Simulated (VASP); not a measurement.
# SnSe: single point with PBEsol

Crystal: SnSe.

```
Sn Se
1.0
     0.00000    2.97275    2.97275
     2.97275    0.00000    2.97275
     2.97275    2.97275    0.00000
Sn Se
1 1
Direct
  0.00000 0.00000 0.00000
  0.50000 0.50000 0.50000
```

```yaml
Program: VASP 6.6.1
Task: single point
Functional: PBEsol
Potentials_or_basis: VASP PAW PBE potentials, release 64 (Sn_d, Se)
Cutoff: 500 eV
k_mesh: 6 × 6 × 6
Occupations: gaussian, width 0.02 eV
Spin: no spin polarisation
```

The pressure is -0.3 GPa. The band gap on the k mesh is 0.81 eV, direct.

Levels at points of the mesh, in eV from the valence-band top:
| k point | band 7 | band 8 | band 9 | band 10 | band 11 | band 12 | band 13 | band 14 |
| --- | --- | --- | --- | --- | --- | --- | --- | --- |
| (0.00, 0.00, 0.00) | -4.88 | -2.19 | -2.19 | -2.19 | 4.54 | 4.54 | 4.54 | 5.87 |
| (0.50, 0.00, 0.00) | -8.16 | -1.93 | -1.93 | 0.00 | 0.81 | 1.30 | 1.30 | 8.34 |
| (0.50, 0.50, 0.00) | -5.93 | -5.66 | -3.72 | -3.72 | 2.91 | 5.64 | 5.64 | 6.28 |

Wall time 8.1 s on 1 thread of AMD EPYC 9R45 96-Core Processor (Zen 5), with other jobs on the host, peak memory 0.14 GiB.

Caveat: the PAW data sets were made with another functional, which shifts forces and pressure a little; spin-orbit coupling is left out, which moves the levels of the heavy elements. A k mesh can miss the band edges.
